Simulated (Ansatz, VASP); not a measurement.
**Al: VASP beside Ansatz**

Contents of INCAR:

```
PREC     = Accurate       # precision mode
ENCUT    = 600            # plane-wave cutoff, eV
EDIFF    = 1E-6           # SCF threshold, eV
ISMEAR   = 0              # smearing method
SIGMA    = 0.1            # smearing width, eV
LREAL    = False          # projectors in reciprocal space
LASPH    = True           # aspherical terms in the spheres
NELM     = 100            # most SCF steps
ALGO     = Fast           # electronic algorithm
ISIF     = 3              # what is computed and relaxed
LWAVE    = False          # write WAVECAR
LCHARG   = False          # write CHGCAR
GGA      = PE             # functional
IVDW     = 12             # dispersion correction
IBRION   = 2              # ionic algorithm
NSW      = 100            # ionic steps
EDIFFG   = -0.01          # ionic threshold
```

The input KPOINTS:

```
Automatic mesh
0
Gamma
  12 12 20
```

POSCAR

```
Al
1.0
    4.4950418819      0.0000000000      0.0000000000
   -2.2475209409      3.8928204608      0.0000000000
    0.0000000000      0.0000000000      2.7203774503
Al
2
Direct
    0.3333333333      0.6666666667      0.0000000000
    0.6666666667      0.3333333333      0.0000000000
```

Input for Ansatz:

```yaml
crystal:
  lattice:
    - [4.4950418819, 0.0, 0.0]
    - [-2.2475209409, 3.8928204608, 0.0]
    - [0.0, 0.0, 2.7203774503]
  atoms:
    - { symbol: Al, position: [0.3333333333, 0.6666666667, 0.0] }
    - { symbol: Al, position: [0.6666666667, 0.3333333333, 0.0] }
basis:
  ecutwfc: 420
kpoints:
  mp_grid: { grid: [12, 12, 20] }
hamiltonian:
  xc: pbe
  dispersion: d3bj
scf:
  occupations: { method: gaussian, width: 0.1 }
output:
  forces: true
  stress: true
  eigenvalues: true
relax:
  adjacent_minimum: "off"
  f_tol: 0.01
  max_steps: 80
  cell: { stress_tol: 0.05 }
```

Alike in both runs: task relaxation of cell and atoms; functional PBE; dispersion D3(BJ); k mesh 12 × 12 × 20; occupations gaussian, width 0.1 eV; no spin polarisation.

|  | VASP | Ansatz |
| --- | --- | --- |
| version | VASP 6.6.1 | Ansatz 0.2.0 |
| potentials or method | VASP PAW PBE potentials, release 64 (Al), cutoff 600 eV | scalar-relativistic, plane waves, PAW |
| valence electrons in the cell | 6 | 6 |

Ansatz gave:

* gap on the k mesh at the Fermi level, each at its own relaxed structure (eV): none
* relaxed volume (Å³/atom): 23.78
* relaxed cell length with the largest relative difference (Å): 4.492

Estimate VASP's values.

gap on the k mesh at the Fermi level, each at its own relaxed structure (eV): none; relaxed volume (Å³/atom): 23.77; relaxed cell length with the largest relative difference (Å): 4.490.

A gap of «none» marks a metal or a gap that the smearing closes.
